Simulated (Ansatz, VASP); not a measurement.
One calculation of ZnO, two programs

The input POSCAR:

```
ZnO
1.0
    2.9160912284      0.0000000000      0.0000000000
   -1.4580456142      2.5254090836      0.0000000000
    0.0000000000      0.0000000000      5.0210000340
Zn O
2 2
Direct
    0.0000000000      0.0000000000      0.0000000000
    0.0000000000      0.0000000000      0.5000000000
    0.3333333333      0.6666666667      0.2500000000
    0.6666666667      0.3333333333      0.7500000000
```

INCAR.step1

```
PREC = Accurate ; ENCUT = 520
ISMEAR = 0 ; SIGMA = 0.01
LREAL = False ; LASPH = True
NELM = 60 ; NBANDS = 26
GGA = PE ; ALGO = Normal
EDIFF = 1E-4 ; LWAVE = True
LCHARG = False
```

Contents of INCAR.step2:

```
PREC = Accurate ; ENCUT = 520
EDIFF = 1E-6 ; ISMEAR = 0
SIGMA = 0.01 ; LREAL = False
LASPH = True ; NELM = 60
ALGO = Normal ; ISIF = 2
LWAVE = False ; LCHARG = True
METAGGA = R2SCAN ; LMIXTAU = True
LELF = True ; LVHAR = True
NBANDS = 26 ; ISTART = 1
```

File KPOINTS:

```
Automatic mesh
0
Gamma
  9 9 4
```

Input for Ansatz:

```yaml
crystal:
  lattice:
    - [2.9160912284, 0.0, 0.0]
    - [-1.4580456142, 2.5254090836, 0.0]
    - [0.0, 0.0, 5.021000034]
  atoms:
    - { symbol: Zn, position: [0.0, 0.0, 0.0] }
    - { symbol: Zn, position: [0.0, 0.0, 0.5] }
    - { symbol: O, position: [0.3333333333, 0.6666666667, 0.25] }
    - { symbol: O, position: [0.6666666667, 0.3333333333, 0.75] }
kpoints:
  mp_grid: { grid: [9, 9, 4] }
hamiltonian:
  xc: r2scan
scf:
  occupations: { method: fixed }
  n_extra_bands: 5
output:
  forces: true
  stress: true
  eigenvalues: true
```

Alike in both runs: task single point; functional r2SCAN; k mesh 9 × 9 × 4; no spin polarisation.

|  | VASP | Ansatz |
| --- | --- | --- |
| version | VASP 6.6.1 | Ansatz 0.2.0 |
| potentials or method | VASP PAW PBE potentials, release 64 (Zn, O) | plane waves, PAW |
| plane-wave cutoff (eV) | 520 | 500 |
| occupations | gaussian, width 0.01 eV | fixed |
| valence electrons in the cell | 36 | 36 |

VASP gave:

| Property | Result |
| --- | --- |
| gap on the k mesh at the Fermi level (eV) | 1.68 |
| pressure (GPa) | 15.2 |
| traceless stress, the component that is largest in VASP (GPa) | 1.66 |

**Question.** Which values does Ansatz return?

**Answer.** gap on the k mesh at the Fermi level (eV): 1.70; pressure (GPa): 13.4; traceless stress, the component that is largest in VASP (GPa): 1.24.

VASP's potentials were made for PBE, not for r2SCAN.
